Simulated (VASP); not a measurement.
Ru:

```
CELL_PARAMETERS angstrom
-1.50986 1.50986 1.50986
1.50986 -1.50986 1.50986
1.50986 1.50986 -1.50986
ATOMIC_POSITIONS crystal
Ru 0.00000 0.00000 0.00000
```

* Program: VASP 6.6.1
* Task: relaxation of cell and atoms
* Functional: PBE
* Potentials or basis: VASP PAW PBE potentials, release 64 (Ru_pv)
* Cutoff: 600 eV
* k mesh: 19 × 19 × 19
* Occupations: fermi-dirac, width 0.08 eV
* Spin: no spin polarisation

At the start: pressure 10.2 GPa; volume 13.77 Å³/atom.

Task: Where does the relaxation end?

Result: Over 4 steps the energy falls by 14.4 meV/atom and the volume is 14.24 Å³/atom (+3.4 %); space group Im-3m (No. 229, to 0.05 Å).

Step by step:
```tsv
step	energy change (eV)	largest force (eV/Å)	pressure (GPa)	volume (Å³)
1	0.0000	0.0000	10.20	13.77
2	0.0791	0.0000	-20.24	15.59
3	-0.0144	0.0000	-0.33	14.25
4	-0.0144	0.0000	-0.02	14.24
```

Final structure:
```
Ru
1.0
    -1.52689    1.52689    1.52689
     1.52689   -1.52689    1.52689
     1.52689    1.52689   -1.52689
Ru
1
Direct
  0.00000 0.00000 0.00000
```
